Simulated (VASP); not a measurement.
The system is Ta2C.

```
Ta C
1.0
     3.10590    0.00000    0.00000
    -1.55295    2.68979    0.00000
     0.00000    0.00000    4.94640
Ta C
2 1
Direct
  0.33333 0.66667 0.25201
  0.66667 0.33333 0.74799
  0.00000 0.00000 0.00000
```

```yaml
Program: VASP 6.6.1
Task: relaxation of cell and atoms
Functional: BLYP
Dispersion: D3(BJ)
Potentials_or_basis: VASP PAW PBE potentials, release 64 (Ta_pv, C)
Cutoff: 600 eV
k_mesh: 4 × 4 × 2
Occupations: fermi-dirac, width 0.01 eV
Spin: no spin polarisation
```

At the start: pressure -1.6 GPa; volume 13.77 Å³/atom.

Problem. How do energy, volume and symmetry change on relaxing?

Solution. Over 3 steps the energy falls by 6.5 meV/atom and the volume is 13.63 Å³/atom (-1.1 %); space group P-3m1 (No. 164, to 0.05 Å).

Step by step:
```
step  energy change (eV)  largest force (eV/Å)  pressure (GPa)  volume (Å³)
   1              0.0000                0.8002           -1.59        41.32
   2             -0.0049                0.7067            1.77        40.51
   3             -0.0194                0.0082            0.08        40.88
```

Final structure:
```
Ta C
1.0
     3.09239    0.00000    0.00000
    -1.54619    2.67809    0.00000
     0.00000    0.00000    4.93649
Ta C
2 1
Direct
  0.33333 0.66667 0.25623
  0.66667 0.33333 0.74377
  0.00000 0.00000 0.00000
```

Caveat: the k points lie up to 0.64 Å⁻¹ apart in the final cell; the PAW data sets were made with another functional, which shifts forces and pressure a little; pairwise dispersion overbinds metals, which lowers pressure and volume; the relaxation stopped at a loose force limit of 0.1 eV/Å, so its end isn't a converged minimum.
